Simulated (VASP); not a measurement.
# Ti3Si (P6_3mc) in VASP: single point with r2SCAN

Aim: the single point of Ti3Si with r2SCAN.

Program: VASP 6.6.1. These are calculated values, not measurements. Logs are shortened: lines on timing, memory, paths and dates and some standing lists are left out, and cuts for length are marked.

### Step 1. The cell of the first run

Symmetry: P6_3mc, No. 186, hexagonal system. The conventional cell has a = 5.629 Å, b = 5.629 Å, c = 4.504 Å, α = 90.00°, β = 90.00°, γ = 120.00°. Within 3.4 Å of Ti (site symmetry m) lie 4 Si at 2.57 to 2.93 Å and 8 Ti at 2.73 to 2.90 Å. Within 3.4 Å of Si (site symmetry 3m) lie 12 Ti at 2.57 to 2.93 Å.

### Step 2. Single point, r2SCAN (all Ti atoms moved +0.225 Å, as atom 1 along Cartesian [0 0 1])

The input, POSCAR:

```
Ti3Si
1.0
    5.6285599865      0.0000000000      0.0000000000
   -2.8142799932      4.8744759350      0.0000000000
    0.0000000000      0.0000000000      4.5039465941
Ti Si
6 2
Direct
    0.3436961568      0.1718480784      0.7999561874
    0.8281519216      0.1718480784      0.7999561874
    0.8281519216      0.6563038432      0.7999561874
    0.6563038432      0.8281519216      0.2999561874
    0.1718480784      0.8281519216      0.2999561874
    0.1718480784      0.3436961568      0.2999561874
    0.3333333333      0.6666666667      0.7500000000
    0.6666666667      0.3333333333      0.2500000000
```

The input, INCAR.step1:

```
SYSTEM = Ti3Si
PREC     = Accurate       ! precision mode
ENCUT    = 520            ! plane-wave cutoff, eV
ISMEAR   = 0              ! smearing method
SIGMA    = 0.15           ! smearing width, eV
LREAL    = .False.        ! projectors in reciprocal space
LASPH    = .True.         ! aspherical terms in the spheres
NELM     = 80             ! most SCF steps
NBANDS   = 50             ! bands
GGA      = PE             ! functional
ALGO     = Normal         ! electronic algorithm
EDIFF    = 1E-4           ! SCF threshold, eV
LWAVE    = .True.         ! write WAVECAR
LCHARG   = .False.        ! write CHGCAR
```

The input, INCAR.step2:

```
SYSTEM = Ti3Si
PREC     = Accurate       ! precision mode
ENCUT    = 520            ! plane-wave cutoff, eV
EDIFF    = 1E-6           ! SCF threshold, eV
ISMEAR   = 0              ! smearing method
SIGMA    = 0.15           ! smearing width, eV
LREAL    = .False.        ! projectors in reciprocal space
LASPH    = .True.         ! aspherical terms in the spheres
NELM     = 80             ! most SCF steps
ALGO     = Normal         ! electronic algorithm
ISIF     = 2              ! what is computed and relaxed
LWAVE    = .False.        ! write WAVECAR
LCHARG   = .True.         ! write CHGCAR
METAGGA  = R2SCAN         ! meta-GGA
LMIXTAU  = .True.       
LELF     = .True.         ! ELF
LVHAR    = .True.       
NBANDS   = 50             ! bands
ISTART   = 1
```

The input, KPOINTS:

```
regular mesh
0
Gamma
  12 12 10
  0 0 0
```

Potentials or basis: VASP PAW PBE potentials, release 64 (Ti_sv, Si).

Started as:

```console
cat potpaw_PBE.64/Ti_sv/POTCAR potpaw_PBE.64/Si/POTCAR > POTCAR
cp INCAR.step1 INCAR
mpirun -np 1 vasp_std > vasp.out
cp INCAR.step2 INCAR
mpirun -np 1 vasp_std > vasp.out
```

OUTCAR:

```text
SYSTEM = Ti3Si
   PREC = Accurate
   ENCUT = 520
   EDIFF = 1E-6
   ISMEAR = 0
   LREAL = .False.
   LASPH = .True.
   NELM = 80
   ISIF = 2
   METAGGA = R2SCAN
   ISTART = 1

 ion  position               nearest neighbor table
   1  0.344  0.172  0.800-   8 2.57   3 2.73   2 2.73   5 2.81   5 2.81   6 2.81   6 2.81   7 2.82
                             7 2.82   3 2.90   2 2.90   8 2.93
   2  0.828  0.172  0.800-   8 2.57   3 2.73   1 2.73   4 2.81   4 2.81   6 2.81   6 2.81   7 2.82
                             7 2.82   3 2.90   1 2.90   8 2.93
   3  0.828  0.656  0.800-   8 2.57   2 2.73   1 2.73   4 2.81   4 2.81   5 2.81   5 2.81   7 2.82
                             7 2.82   2 2.90   1 2.90   8 2.93
   4  0.656  0.828  0.300-   7 2.57   6 2.73   5 2.73   2 2.81   2 2.81   3 2.81   3 2.81   8 2.82
                             8 2.82   6 2.90   5 2.90   7 2.93
   5  0.172  0.828  0.300-   7 2.57   6 2.73   4 2.73   1 2.81   1 2.81   3 2.81   3 2.81   8 2.82
                             8 2.82   6 2.90   4 2.90   7 2.93
   6  0.172  0.344  0.300-   7 2.57   5 2.73   4 2.73   1 2.81   1 2.81   2 2.81   2 2.81   8 2.82
                             8 2.82   5 2.90   4 2.90   7 2.93
   7  0.333  0.667  0.750-   5 2.57   6 2.57   4 2.57   1 2.82   3 2.82   2 2.82   2 2.82   1 2.82
                             3 2.82   5 2.93   6 2.93   4 2.93
   8  0.667  0.333  0.250-   2 2.57   3 2.57   1 2.57   4 2.82   6 2.82   5 2.82   5 2.82   4 2.82
                             6 2.82   2 2.93   3 2.93   1 2.93

  LATTYP: Found a hexagonal cell.
 ALAT       =     5.6285599865
 C/A-ratio  =     0.8001951840

  Lattice vectors:

 A1 = (   5.6285599865,   0.0000000000,   0.0000000000)
 A2 = (  -2.8142799932,   4.8744759350,   0.0000000000)
 A3 = (   0.0000000000,   0.0000000000,   4.5039465941)

Analysis of symmetry for initial positions (statically):
=====================================================================
 Subroutine PRICEL returns:
 Original cell was already a primitive cell.

 Routine SETGRP: Setting up the symmetry group for a
 hexagonal supercell.

 Subroutine GETGRP returns: Found 12 space group operations
 (whereof  6 operations were pure point group operations)
 out of a pool of 24 trial point group operations.

The static configuration has the point symmetry C_3v.
 The point group associated with its full space group is C_6v.

Analysis of symmetry for dynamics (positions and initial velocities):
=====================================================================
 Subroutine PRICEL returns:
 Original cell was already a primitive cell.

 Routine SETGRP: Setting up the symmetry group for a
 hexagonal supercell.

 Subroutine GETGRP returns: Found 12 space group operations
 (whereof  6 operations were pure point group operations)
 out of a pool of 24 trial point group operations.

The dynamic configuration has the point symmetry C_3v.
 The point group associated with its full space group is C_6v.

 Subroutine INISYM returns: Found 12 space group operations
 (whereof  6 operations are pure point group operations),
 and found     1 'primitive' translations

----------------------------------------------------------------------------------------

                                     Primitive cell

  volume of cell :     123.5715

  direct lattice vectors                    reciprocal lattice vectors
     5.628559987  0.000000000  0.000000000     0.177665336  0.102575129  0.000000000
    -2.814279993  4.874475935  0.000000000     0.000000000  0.205150259  0.000000000
     0.000000000  0.000000000  4.503946594     0.000000000  0.000000000  0.222027499

  length of vectors
     5.628559987  5.628559986  4.503946594     0.205150259  0.205150259  0.222027499

  position of ions in fractional coordinates (direct lattice)
     0.343696157  0.171848078  0.799956187
     0.828151922  0.171848078  0.799956187
     0.828151922  0.656303843  0.799956187
     0.656303843  0.828151922  0.299956187
     0.171848078  0.828151922  0.299956187
     0.171848078  0.343696157  0.299956187
     0.333333333  0.666666667  0.750000000
     0.666666667  0.333333333  0.250000000

  ion indices of the primitive-cell ions
   primitive index   ion index
                 1           1
                 2           2
                 3           3
                 4           4
                 5           5
                 6           6
                 7           7
                 8           8

----------------------------------------------------------------------------------------

 KPOINTS: regular mesh

Automatic generation of k-mesh.
 Grid dimensions read from file:
 generate k-points for:   12   12   10

 Generating k-lattice:

  Cartesian coordinates                     Fractional coordinates (reciprocal lattice)
     0.014805445  0.008547927  0.000000000     0.083333333  0.000000000  0.000000000
     0.000000000  0.017095855  0.000000000     0.000000000  0.083333333  0.000000000
     0.000000000  0.000000000  0.022202750     0.000000000  0.000000000  0.100000000

  Length of vectors
     0.017095855  0.017095855  0.022202750

  Shift w.r.t. Gamma in fractional coordinates (k-lattice)
     0.000000000  0.000000000  0.000000000

 Subroutine IBZKPT returns following result:
 ===========================================

 Found    114 irreducible k-points:

 Following reciprocal coordinates:
            Coordinates               Weight
  0.000000  0.000000  0.000000      1.000000
  0.083333 -0.000000  0.000000      6.000000
  0.166667 -0.000000  0.000000      6.000000
  0.250000 -0.000000  0.000000      6.000000
  0.333333 -0.000000  0.000000      6.000000
  0.416667 -0.000000  0.000000      6.000000
[... 16 lines left out ...]
  0.250000 -0.000000  0.100000     12.000000
  0.333333 -0.000000  0.100000     12.000000
 [... further k-points ...]
   k-points           NKPTS =    114   k-points in BZ     NKDIM =    114   number of bands    NBANDS=     50
   number of dos      NEDOS =    301   number of ions     NIONS =      8
   total plane-waves  NPLWV =  63504
   dimension x,y,z NGX =    42 NGY =   42 NGZ =   36
   dimension x,y,z NGXF=    84 NGYF=   84 NGZF=   72
   ions per type =               6   2
   NGX,Y,Z   is equivalent  to a cutoff of  12.41, 12.41, 13.29 a.u.
   NGXF,Y,Z  is equivalent  to a cutoff of  24.81, 24.81, 26.58 a.u.
 SYSTEM =  Ti3Si
   PREC   = accura    normal or accurate (medium, high low for compatibility)
   ISTART =      1    job   : 0-new  1-cont  2-samecut
   ICHARG =      0    charge: 1-file 2-atom 10-const
   ISPIN  =      1    spin polarized calculation?
   LNONCOLLINEAR =      F non collinear calculations
   LSORBIT =      F    spin-orbit coupling
   LASPH  =      T    aspherical Exc in radial PAW
   ENCUT  =  520.0 eV  38.22 Ry    6.18 a.u.  10.47 10.47  8.37*2*pi/ulx,y,z
   NELM   =     80;   NELMIN=  2; NELMDL=  0     # of ELM steps
   EDIFF  = 0.1E-05   stopping-criterion for ELM
   LREAL  =      F    real-space projection
   EDIFFG = 0.1E-04   stopping-criterion for IOM
   NSW    =      0    number of steps for IOM
   IBRION =     -1    ionic relax: 0-MD 1-quasi-New 2-CG
   NFREE  =      0    steps in history (QN), initial steepest desc. (CG)
   ISIF   =      2    stress and relaxation
   ISYM   =      2    0-nonsym 1-usesym 2-fastsym
   POTIM  = 0.5000    time-step for ionic-motion
   TEBEG  =    0.0;   TEEND  =   0.0 temperature during run
   PSTRESS=    0.0 pullay stress
   NELECT =      80.0000    total number of electrons
   NUPDOWN=      -1.0000    fix difference up-down
   EMIN   =  10.00;   EMAX   =-10.00  energy-range for DOS
   EFERMI =   0.00;   METHOD = LEGACY
   ISMEAR =     0;   SIGMA  =   0.15  broadening in eV -4-tet -1-fermi 0-gaus
   EFERMI_NEDOS =   21; number of points for ismear=-14 and -15
   IALGO  =     38    algorithm
   IMIX   =      4    mixing-type and parameters
     AMIX     =   0.40;   BMIX     =  1.00
     AMIX_MAG =   1.60;   BMIX_MAG =  1.00
  volume/ion in A,a.u.               =      15.45       104.24
  Fermi-wavevector in a.u.,A,eV,Ry     =   1.416224  2.676276 27.289082  2.005691
  Thomas-Fermi vector in A             =   2.537581
   LORBIT       =      0    0 simple, 1 ext, 2 COOP (PROOUT), +10 PAW based schemes
   METAGGA = R2SCAN    functional components
   LHFCALC =     F    Hartree Fock is set to
   AEXX    =    0.0000 exact exchange contribution
   IVDW    =     0    specifies the selected vdW correction
   LEPSILON=     F    determine dielectric tensor
   LRPA    =     F    only Hartree local field effects (RPA)
 non-spin polarized calculation
 Gauss-broadening in eV      SIGMA  =   0.15
  energy-cutoff  :      520.00
  volume of cell :      123.57
 maximum number of plane-waves:      3365
 NGX is ok and might be reduce to    42
   NGX = 21   NGY = 21   NGZ = 17

 number of electron      80.0000017 magnetization

 Free energy of the ion-electron system (eV)
  ---------------------------------------------------
  ext. energy  EPLUGINS =         0.00000000
  ---------------------------------------------------
  free energy    TOTEN  =       -98.71885299 eV

  energy without entropy =      -98.64597879  energy(sigma->0) =      -98.68241589

 E-fermi :   9.5821     XC(G=0): -12.6457

 val. band max:        9.5820940800   @ k =   0.3333  -0.0000   0.3000
 cond. band min:       9.5821597798   @ k =   0.2500   0.2500   0.0000
 fundamental gap:      0.0000656998
 Fermi energy:         9.5821234612

 k-point     1 :       0.0000    0.0000    0.0000
  band No.  band energies     occupation
      1     -49.5317      2.00000
      2     -49.4013      2.00000
      3     -49.3970      2.00000
      4     -49.3970      2.00000
      5     -49.3350      2.00000
      6     -49.3350      2.00000
[... 42 lines left out ...]
     49      11.8234      0.00000
     50      11.8234      0.00000

 k-point     2 :       0.0833   -0.0000    0.0000
  band No.  band energies     occupation
      1     -49.5297      2.00000
      2     -49.4020      2.00000
      3     -49.3984      2.00000
      4     -49.3971      2.00000
      5     -49.3349      2.00000
      6     -49.3349      2.00000
[... 42 lines left out ...]
     49      11.8462      0.00000
     50      11.8489      0.00000

 k-point     3 :       0.1667   -0.0000    0.0000
  band No.  band energies     occupation
      1     -49.5237      2.00000
      2     -49.4089      2.00000
      3     -49.3974      2.00000
      4     -49.3973      2.00000
      5     -49.3350      2.00000
      6     -49.3347      2.00000
[... 1102 lines left out ...]
     49      11.8636      0.00000
     50      11.9573      0.00000

 k-point    24 :       0.3333   -0.0000    0.1000
  band No.  band energies     occupation
      1     -49.4990      2.00000
      2     -49.4341      2.00000
      3     -49.3962      2.00000
      4     -49.3932      2.00000
      5     -49.3393      2.00000
      6     -49.3357      2.00000
[... 42 lines left out ...]
     49      11.6720      0.00000
     50      11.8936      0.00000

 [... further k-points ...]

------------------------ aborting loop because EDIFF is reached ----------------------------------------

  FORCE on cell =-STRESS in cart. coord.  units (eV):
  Direction    XX          YY          ZZ          XY          YZ          ZX
  --------------------------------------------------------------------------------------
  -------------------------------------------------------------------------------------
  Total        0.8673742      0.8673742      3.0952895      0.0000000      0.0000000      0.0000000
  in kB       11.2460138     11.2460138     40.1322391      0.0000000      0.0000000      0.0000000
  external PRESSURE =      20.8747556 kB  Pullay stress =       0.0000000 kB

 VOLUME and BASIS-vectors are now :
 -----------------------------------------------------------------------------
  energy-cutoff  :      520.00
  volume of cell :      123.57
      direct lattice vectors                 reciprocal lattice vectors
     5.628559987  0.000000000  0.000000000     0.177665336  0.102575129  0.000000000
    -2.814279993  4.874475935  0.000000000     0.000000000  0.205150259  0.000000000
     0.000000000  0.000000000  4.503946594     0.000000000  0.000000000  0.222027499

 POSITION                                       TOTAL-FORCE (eV/Angst)
 -----------------------------------------------------------------------------------
      1.45089      0.83767      3.60296        -0.185286     -0.106975     -0.661785
      4.17767      0.83767      3.60296         0.185286     -0.106975     -0.661785
      2.81428      3.19914      3.60296         0.000000      0.213950     -0.661785
      1.36339      4.03681      1.35099         0.185286      0.106975     -0.661785
     -1.36339      4.03681      1.35099        -0.185286      0.106975     -0.661785
      0.00000      1.67534      1.35099        -0.000000     -0.213950     -0.661785
     -0.00000      3.24965      3.37796         0.000000      0.000000      1.985354
      2.81428      1.62483      1.12599        -0.000000      0.000000      1.985354
 -----------------------------------------------------------------------------------
    total drift:                               -0.000001     -0.000003     -0.000627

  FREE ENERGIE OF THE ION-ELECTRON SYSTEM (eV)
  ---------------------------------------------------
  free  energy   TOTEN  =       -98.7188529920 eV

  energy  without entropy=      -98.6459787935  energy(sigma->0) =      -98.68241589
```

Wall time 51 min (1 thread of Oxide Virtual Turin-like, shared host); peak memory 0.57 GiB.

Results:

| Quantity | Value |
| --- | --- |
| Free energy | -98.7189 eV |
| Pressure | 2.1 GPa |
| Largest force | 1.985 eV/Å |
| Band gap on the k mesh | zero (bands 40 and 41 overlap by 0.40 eV) |

Forces on the atoms (eV/Å):
```
Ti  -0.185 -0.107 -0.662
Ti   0.185 -0.107 -0.662
Ti   0.000  0.214 -0.662
Ti   0.185  0.107 -0.662
Ti  -0.185  0.107 -0.662
Ti   0.000 -0.214 -0.662
Si   0.000  0.000  1.985
Si   0.000  0.000  1.985
```

Caveat: the cell differs from its parent crystal (all Ti atoms moved +0.225 Å, as atom 1 along Cartesian [0 0 1]); the PAW data sets were made with another functional, which shifts forces and pressure a little.
